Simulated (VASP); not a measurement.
# SiC (Pmc2_1) in VASP: notebook, part 2 of 2

VASP 6.6.1.

### 3 Single point, PBE (the distance across one plane changed)

Contents of INCAR:

```
SYSTEM = SiC
ALGO     = Normal         ! electronic algorithm
EDIFF    = 1E-7           ! SCF threshold, eV
ENCUT    = 520            ! plane-wave cutoff, eV
GGA      = PE             ! functional
ISIF     = 2              ! what is computed and relaxed
ISMEAR   = 0              ! smearing method
LASPH    = .True.         ! aspherical terms in the spheres
LCHARG   = .False.        ! write CHGCAR
LREAL    = Auto         
LWAVE    = .False.        ! write WAVECAR
NBANDS   = 46             ! bands
NELM     = 80             ! most SCF steps
PREC     = Accurate       ! precision mode
SIGMA    = 0.05           ! smearing width, eV
```

Contents of KPOINTS:

```
k-points
0
Gamma
  9 5 3
  0 0 0
```

Contents of POSCAR:

```
SiC
1.0
    1.5458832036     -2.6775482513      0.0000000000
    0.0000000000      0.0000000000     -5.0740211774
   14.4714516448      8.3550965024      0.0000000000
Si C
8 8
Direct
    0.5000000000      0.9954364687      0.5341147666
    0.0000000000      0.9954364687      0.0534114766
    0.5000000000      0.9954364687      0.2136459066
    0.0000000000      0.9954364687      0.3738803366
    0.0000000000      0.4954364687      0.5875262433
    0.5000000000      0.4954364687      0.1068229534
    0.0000000000      0.4954364687      0.2670573833
    0.5000000000      0.4954364687      0.4272918133
    0.5000000000      0.6195635313      0.5341147666
    0.0000000000      0.6195635313      0.0534114766
    0.5000000000      0.6195635313      0.2136459066
    0.0000000000      0.6195635313      0.3738803366
    0.0000000000      0.1195635313      0.5875262433
    0.5000000000      0.1195635313      0.1068229534
    0.0000000000      0.1195635313      0.2670573833
    0.5000000000      0.1195635313      0.4272918133
```

Potentials or basis: VASP PAW PBE potentials, release 64 (Si, C).

Started as:

```console
$ cat potpaw_PBE.64/Si/POTCAR potpaw_PBE.64/C/POTCAR > POTCAR
$ mpirun -np 1 vasp_std > vasp.out
```

OUTCAR:

```text
SYSTEM = SiC
   EDIFF = 1E-7
   ENCUT = 520
   GGA = PE
   ISIF = 2
   ISMEAR = 0
   LASPH = .True.
   LREAL = Auto
   NELM = 80
   PREC = Accurate

 ion  position               nearest neighbor table
   1  0.500  0.995  0.534-  16 1.89  13 1.89  13 1.89   9 1.91   4 3.09   4 3.09   8 3.10   8 3.10
                             5 3.10   5 3.10   5 3.10   5 3.10
   2  0.000  0.995  0.053-  14 1.89  14 1.89  10 1.91   3 3.09   3 3.09   6 3.10   6 3.10   6 3.10
                             6 3.10
   3  0.500  0.995  0.214-  14 1.89  15 1.89  15 1.89  11 1.91   2 3.09   4 3.09   4 3.09   2 3.09
[... 1382 lines left out ...]
  in kB      -17.3260542     -2.2526494    -55.9345183    -13.0539515      0.0000000      0.0000000
  external PRESSURE =     -25.1710740 kB  Pullay stress =       0.0000000 kB

 VOLUME and BASIS-vectors are now :
 -----------------------------------------------------------------------------
  energy-cutoff  :      520.00
  volume of cell :      262.14
      direct lattice vectors                 reciprocal lattice vectors
     1.545883204 -2.677548251  0.000000000     0.161719850 -0.280106997  0.000000000
     0.000000000  0.000000000 -5.074021177     0.000000000  0.000000000 -0.197082347
    14.471451645  8.355096502  0.000000000     0.051826176  0.029921857  0.000000000

 POSITION                                       TOTAL-FORCE (eV/Angst)
 -----------------------------------------------------------------------------------
      8.50236      3.12381     -5.05087         2.050070      1.183609     -0.892281
      0.77294      0.44626     -5.05087         1.458710      0.842187      2.393693
      3.86471      0.44626     -5.05087         0.050450      0.029127      0.621492
      5.41059      3.12381     -5.05087         0.128391      0.074127     -0.025364
      8.50236      4.90884     -2.51386        -1.458710     -0.842187      2.393693
      2.31882     -0.44626     -2.51386        -2.050070     -1.183609     -0.892281
[... 8 lines left out ...]
      3.86471      2.23129     -0.60667        -0.207720     -0.119927     -0.106105
      6.95647      2.23129     -0.60667        -0.443725     -0.256185     -0.011199
 -----------------------------------------------------------------------------------
    total drift:                                0.000003      0.000002     -0.027755

  FREE ENERGIE OF THE ION-ELECTRON SYSTEM (eV)
  ---------------------------------------------------
  free  energy   TOTEN  =      -114.5098633104 eV

  energy  without entropy=     -114.5098633104  energy(sigma->0) =     -114.50986331
```

OSZICAR:

```text
N       E                     dE             d eps       ncg     rms          rms(c)
DAV:   1     0.266921596919E+03    0.26692E+03   -0.27154E+04  2760   0.119E+03
DAV:   2    -0.964905604662E+02   -0.36341E+03   -0.34171E+03  3588   0.230E+02
DAV:   3    -0.129464533571E+03   -0.32974E+02   -0.32459E+02  3512   0.668E+01
[... 11 lines left out ...]
DAV:  15    -0.114509857705E+03   -0.14456E-03   -0.12399E-04  3108   0.482E-02    0.162E-02
DAV:  16    -0.114509865961E+03   -0.82556E-05   -0.42324E-05  3096   0.279E-02    0.608E-03
DAV:  17    -0.114509863549E+03    0.24116E-05   -0.60312E-06  3712   0.106E-02    0.273E-03
DAV:  18    -0.114509863312E+03    0.23777E-06   -0.10531E-06  3198   0.424E-03    0.169E-03
DAV:  19    -0.114509863310E+03    0.10778E-08   -0.12260E-07  2480   0.143E-03
   1 F= -.11450986E+03 E0= -.11450986E+03  d E =-.259312E-13
```

stdout:

```text
POSCAR found type information on POSCAR SiC
 POSCAR found :  2 types and      16 ions
 scaLAPACK will be used
 LDA part: xc-table for (Slater+PW92), standard interpolation
 POSCAR, INCAR and KPOINTS ok, starting setup
 FFT: planning ... GRIDC
 FFT: planning ... GRID_SOFT
 FFT: planning ... GRID
 WAVECAR not read
 entering main loop
```

Wall time 6.1 min (1 thread of Intel Xeon Platinum 8488C (Sapphire Rapids), shared host); peak memory 0.44 GiB.

Results:

```yaml
Free_energy: -114.5099 eV
Pressure: -2.5 GPa
Largest_force: 2.927 eV/Å
Band_gap_on_the_k_mesh: 0.52 eV (least direct gap 0.54 eV)
```

Forces in eV/Å, atoms in the order of the input:
```
Si   2.050  1.184 -0.892
Si   1.459  0.842  2.394
Si   0.050  0.029  0.621
Si   0.128  0.074 -0.025
Si  -1.459 -0.842  2.394
Si  -2.050 -1.184 -0.892
Si  -0.128 -0.074 -0.025
Si  -0.050 -0.029  0.621
C    0.813  0.470 -0.572
C    1.091  0.630 -1.408
C    0.444  0.256 -0.011
C    0.208  0.120 -0.106
C   -1.091 -0.630 -1.408
C   -0.813 -0.470 -0.572
C   -0.208 -0.120 -0.106
C   -0.444 -0.256 -0.011
```

Levels at points of the mesh, in eV from the valence-band top:
```
           k point  band 29  band 30  band 31  band 32  band 33  band 34  band 35  band 36
(0.00, 0.00, 0.00)    -0.24    -0.14    -0.03     0.00     1.36     1.64     2.76     3.66
```

Caveat: the cell differs from its parent crystal (the distance across one plane changed); an odd mesh through Γ misses points on the zone boundary, where band edges can lie; forces of over 1 eV/Å act on the atoms, so gaps and moduli don't describe the material at rest.
